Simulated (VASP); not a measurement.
# Y (Fm-3m) in VASP: single point with PBEsol

Aim: the single point of Y with PBEsol.

Program: VASP 6.6.1. These are calculated values, not measurements. Logs are shortened: lines on timing, memory, paths and dates and some standing lists are left out, and cuts for length are marked.

### 1 The cell of the first run

The structure is cubic, space group Fm-3m (No. 225). Conventional cell: a = 4.877 Å, b = 4.877 Å, c = 4.877 Å, α = 90.00°, β = 90.00°, γ = 90.00°. Within 4.5 Å of Y (site symmetry m-3m) lie 12 Y at 3.45 Å.

### 2 Single point, PBEsol

INCAR

```
ALGO = Normal
EDIFF = 1E-6
ENCUT = 500
GGA = PS
GGA_COMPAT = F
ISIF = 2
ISMEAR = -1
LASPH = T
LCHARG = T
LELF = T
LREAL = F
LVHAR = T
LWAVE = F
NBANDS = 12
NELM = 120
PREC = Accurate
SIGMA = 0.1
```

KPOINTS

```
k-points
0
Gamma
  6 6 6
```

POSCAR

```
Y
1.0
    0.0000000000      2.4385000000      2.4385000000
    2.4385000000      0.0000000000      2.4385000000
    2.4385000000      2.4385000000      0.0000000000
Y
1
Direct
    0.0000000000      0.0000000000      0.0000000000
```

Potentials or basis: VASP PAW PBE potentials, release 64 (Y_sv).

Started as:

```bash
cat potpaw_PBE.64/Y_sv/POTCAR > POTCAR
mpirun -np 1 vasp_std > vasp.out
```

OUTCAR:

```text
EDIFF = 1E-6
   ENCUT = 500
   GGA = PS
   ISIF = 2
   ISMEAR = -1
   LASPH = T
   LREAL = F
   NELM = 120
   PREC = Accurate

 ion  position               nearest neighbor table
   1  0.000  0.000  0.000-

  LATTYP: Found a face centered cubic cell.
 ALAT       =     4.8770000000

  Lattice vectors:

 A1 = (   0.0000000000,   2.4385000000,   2.4385000000)
 A2 = (   2.4385000000,   0.0000000000,   2.4385000000)
 A3 = (   2.4385000000,   2.4385000000,   0.0000000000)

Analysis of symmetry for initial positions (statically):
=====================================================================
 Subroutine PRICEL returns:
 Original cell was already a primitive cell.

 Routine SETGRP: Setting up the symmetry group for a
 face centered cubic supercell.

 Subroutine GETGRP returns: Found 48 space group operations
 (whereof 48 operations were pure point group operations)
 out of a pool of 48 trial point group operations.

The static configuration has the point symmetry O_h .

Analysis of symmetry for dynamics (positions and initial velocities):
=====================================================================
 Subroutine PRICEL returns:
 Original cell was already a primitive cell.

 Routine SETGRP: Setting up the symmetry group for a
 face centered cubic supercell.

 Subroutine GETGRP returns: Found 48 space group operations
 (whereof 48 operations were pure point group operations)
 out of a pool of 48 trial point group operations.

The dynamic configuration has the point symmetry O_h .

 Subroutine INISYM returns: Found 48 space group operations
 (whereof 48 operations are pure point group operations),
 and found     1 'primitive' translations

----------------------------------------------------------------------------------------

                                     Primitive cell

  volume of cell :      29.0000

  direct lattice vectors                    reciprocal lattice vectors
     0.000000000  2.438500000  2.438500000    -0.205044084  0.205044084  0.205044084
     2.438500000  0.000000000  2.438500000     0.205044084 -0.205044084  0.205044084
     2.438500000  2.438500000  0.000000000     0.205044084  0.205044084 -0.205044084

  length of vectors
     3.448559772  3.448559772  3.448559772     0.355146772  0.355146772  0.355146772

  position of ions in fractional coordinates (direct lattice)
     0.000000000  0.000000000  0.000000000

  ion indices of the primitive-cell ions
   primitive index   ion index
                 1           1

----------------------------------------------------------------------------------------

 KPOINTS: k-points

Automatic generation of k-mesh.
 Grid dimensions read from file:
 generate k-points for:    6    6    6

 Generating k-lattice:

  Cartesian coordinates                     Fractional coordinates (reciprocal lattice)
    -0.034174014  0.034174014  0.034174014     0.166666667  0.000000000  0.000000000
     0.034174014 -0.034174014  0.034174014     0.000000000  0.166666667  0.000000000
     0.034174014  0.034174014 -0.034174014     0.000000000  0.000000000  0.166666667

  Length of vectors
     0.059191129  0.059191129  0.059191129

  Shift w.r.t. Gamma in fractional coordinates (k-lattice)
     0.000000000  0.000000000  0.000000000

 Subroutine IBZKPT returns following result:
 ===========================================

 Found     16 irreducible k-points:

 Following reciprocal coordinates:
            Coordinates               Weight
  0.000000  0.000000  0.000000      1.000000
  0.166667  0.000000  0.000000      8.000000
  0.333333  0.000000  0.000000      8.000000
  0.500000  0.000000  0.000000      4.000000
  0.166667  0.166667  0.000000      6.000000
  0.333333  0.166667  0.000000     24.000000
[... 8 lines left out ...]
 -0.333333  0.333333  0.166667     24.000000
 -0.333333  0.500000  0.166667     12.000000
   k-points           NKPTS =     16   k-points in BZ     NKDIM =     16   number of bands    NBANDS=     12
   number of dos      NEDOS =    301   number of ions     NIONS =      1
   total plane-waves  NPLWV =  21952
   dimension x,y,z NGX =    28 NGY =   28 NGZ =   28
   dimension x,y,z NGXF=    56 NGYF=   56 NGZF=   56
   ions per type =               1
   NGX,Y,Z   is equivalent  to a cutoff of  13.50, 13.50, 13.50 a.u.
   NGXF,Y,Z  is equivalent  to a cutoff of  27.00, 27.00, 27.00 a.u.
 SYSTEM =  unknown system
   PREC   = accura    normal or accurate (medium, high low for compatibility)
   ISTART =      0    job   : 0-new  1-cont  2-samecut
   ICHARG =      2    charge: 1-file 2-atom 10-const
   ISPIN  =      1    spin polarized calculation?
   LNONCOLLINEAR =      F non collinear calculations
   LSORBIT =      F    spin-orbit coupling
   LASPH  =      T    aspherical Exc in radial PAW
   ENCUT  =  500.0 eV  36.75 Ry    6.06 a.u.   6.29  6.29  6.29*2*pi/ulx,y,z
   NELM   =    120;   NELMIN=  2; NELMDL= -5     # of ELM steps
   EDIFF  = 0.1E-05   stopping-criterion for ELM
   LREAL  =      F    real-space projection
   EDIFFG = 0.1E-04   stopping-criterion for IOM
   NSW    =      0    number of steps for IOM
   IBRION =     -1    ionic relax: 0-MD 1-quasi-New 2-CG
   NFREE  =      0    steps in history (QN), initial steepest desc. (CG)
   ISIF   =      2    stress and relaxation
   ISYM   =      2    0-nonsym 1-usesym 2-fastsym
   POTIM  = 0.5000    time-step for ionic-motion
   TEBEG  =    0.0;   TEEND  =   0.0 temperature during run
   PSTRESS=    0.0 pullay stress
   NELECT =      11.0000    total number of electrons
   NUPDOWN=      -1.0000    fix difference up-down
   EMIN   =  10.00;   EMAX   =-10.00  energy-range for DOS
   EFERMI =   0.00;   METHOD = LEGACY
   ISMEAR =    -1;   SIGMA  =   0.10  broadening in eV -4-tet -1-fermi 0-gaus
   EFERMI_NEDOS =   21; number of points for ismear=-14 and -15
   IALGO  =     38    algorithm
   IMIX   =      4    mixing-type and parameters
     AMIX     =   0.40;   BMIX     =  1.00
     AMIX_MAG =   1.60;   BMIX_MAG =  1.00
  volume/ion in A,a.u.               =      29.00       195.70
  Fermi-wavevector in a.u.,A,eV,Ry     =   1.185058  2.239435 19.107514  1.404363
  Thomas-Fermi vector in A             =   2.321260
   LORBIT       =      0    0 simple, 1 ext, 2 COOP (PROOUT), +10 PAW based schemes
   GGA     = PS    functional components
   LHFCALC =     F    Hartree Fock is set to
   AEXX    =    0.0000 exact exchange contribution
   IVDW    =     0    specifies the selected vdW correction
   LEPSILON=     F    determine dielectric tensor
   LRPA    =     F    only Hartree local field effects (RPA)
 non-spin polarized calculation
  energy-cutoff  :      500.00
  volume of cell :       29.00
 maximum number of plane-waves:       754
 NGX is ok and might be reduce to    28
   NGX = 13   NGY = 13   NGZ = 13

 number of electron      11.0000000 magnetization

 Free energy of the ion-electron system (eV)
  ---------------------------------------------------
  ext. energy  EPLUGINS =         0.00000000
  ---------------------------------------------------
  free energy    TOTEN  =        -6.81719360 eV

  energy without entropy =       -6.77608276  energy(sigma->0) =       -6.79663818

 E-fermi :   3.5649     XC(G=0): -10.0291

 val. band max:        3.4562255915   @ k =   0.5000   0.3333   0.1667
 cond. band min:       3.7021892453   @ k =   0.5000   0.1667   0.0000
 fundamental gap:      0.2459636538
 Fermi energy:         3.5648873617

 k-point     1 :       0.0000    0.0000    0.0000
  band No.  band energies     occupation
      1     -38.7594      2.00000
      2     -18.3694      2.00000
      3     -18.3694      2.00000
      4     -18.3694      2.00000
      5      -1.3774      2.00000
      6       5.4558      0.00000
      7       5.4558      0.00000
      8       5.4558      0.00000
      9       7.7686      0.00000
     10       7.7686      0.00000
     11      12.8740      0.00000
     12      16.4735      0.00000

 k-point     2 :       0.1667    0.0000    0.0000
  band No.  band energies     occupation
      1     -38.7326      2.00000
      2     -18.5905      2.00000
      3     -18.3965      2.00000
      4     -18.3965      2.00000
      5      -0.6284      2.00000
      6       4.7534      0.00001
      7       5.7294      0.00000
      8       5.7294      0.00000
      9       7.5095      0.00000
     10       7.5095      0.00000
     11      13.9712      0.00000
     12      14.9894      0.00000

 k-point     3 :       0.3333    0.0000    0.0000
  band No.  band energies     occupation
      1     -38.6784      2.00000
      2     -19.0077      2.00000
      3     -18.4500      2.00000
      4     -18.4500      2.00000
      5       0.8770      2.00000
      6       4.1662      0.00488
      7       5.5265      0.00000
      8       5.5265      0.00000
      9       8.3799      0.00000
     10       8.3799      0.00000
     11      12.4573      0.00000
     12      15.2994      0.00000
[... 166 lines left out ...]
 k-point    15 :      -0.3333    0.3333    0.1667
  band No.  band energies     occupation
      1     -38.6244      2.00000
      2     -19.0164      2.00000
      3     -18.8067      2.00000
      4     -18.5971      2.00000
      5       3.0088      1.99234
      6       3.0998      1.98108
      7       4.1936      0.00371
      8       6.6011      0.00000
      9       8.9716      0.00000
     10      11.2055      0.00000
     11      11.4699      0.00000
     12      14.8664      0.00000

 k-point    16 :      -0.3333    0.5000    0.1667
  band No.  band energies     occupation
      1     -38.6155      2.00000
      2     -19.0317      2.00000
      3     -18.7896      2.00000
      4     -18.6747      2.00000
      5       2.2814      1.99999
      6       3.1179      1.97735
      7       4.8233      0.00001
      8       7.1717      0.00000
      9       9.9768      0.00000
     10      11.2749      0.00000
     11      12.1947      0.00000
     12      12.2294      0.00000

------------------------ aborting loop because EDIFF is reached ----------------------------------------

  FORCE on cell =-STRESS in cart. coord.  units (eV):
  Direction    XX          YY          ZZ          XY          YZ          ZX
  --------------------------------------------------------------------------------------
  -------------------------------------------------------------------------------------
  Total        0.4961847      0.4961847      0.4961847      0.0000000      0.0000000      0.0000000
  in kB       27.4129430     27.4129430     27.4129430      0.0000000      0.0000000      0.0000000
  external PRESSURE =      27.4129430 kB  Pullay stress =       0.0000000 kB

 VOLUME and BASIS-vectors are now :
 -----------------------------------------------------------------------------
  energy-cutoff  :      500.00
  volume of cell :       29.00
      direct lattice vectors                 reciprocal lattice vectors
     0.000000000  2.438500000  2.438500000    -0.205044084  0.205044084  0.205044084
     2.438500000  0.000000000  2.438500000     0.205044084 -0.205044084  0.205044084
     2.438500000  2.438500000  0.000000000     0.205044084  0.205044084 -0.205044084

 POSITION                                       TOTAL-FORCE (eV/Angst)
 -----------------------------------------------------------------------------------
      0.00000      0.00000      0.00000         0.000000      0.000000      0.000000
 -----------------------------------------------------------------------------------
    total drift:                               -0.000000      0.000000     -0.000000

  FREE ENERGIE OF THE ION-ELECTRON SYSTEM (eV)
  ---------------------------------------------------
  free  energy   TOTEN  =        -6.8171936021 eV

  energy  without entropy=       -6.7760827626  energy(sigma->0) =       -6.79663818
```

Wall time 12 s (1 thread of AMD EPYC 9R45 (Zen 5), shared host); peak memory 0.14 GiB.

Results:

```yaml
Free_energy: -6.8172 eV
Pressure: 2.7 GPa
```

Levels at points of the mesh, in eV from the Fermi level:
```
           k point  band 2  band 3  band 4  band 5  band 6  band 7  band 8  band 9
(0.00, 0.00, 0.00)  -21.93  -21.93  -21.93   -4.94    1.89    1.89    1.89    4.20
(0.50, 0.00, 0.00)  -22.77  -22.04  -22.04   -2.15    1.00    1.69    1.69    5.91
(0.50, 0.50, 0.00)  -22.71  -22.23  -22.23   -2.05   -1.11    2.64    5.92    6.41
```

Caveat: the k points lie up to 0.37 Å⁻¹ apart; the PAW data sets were made with another functional, which shifts forces and pressure a little.
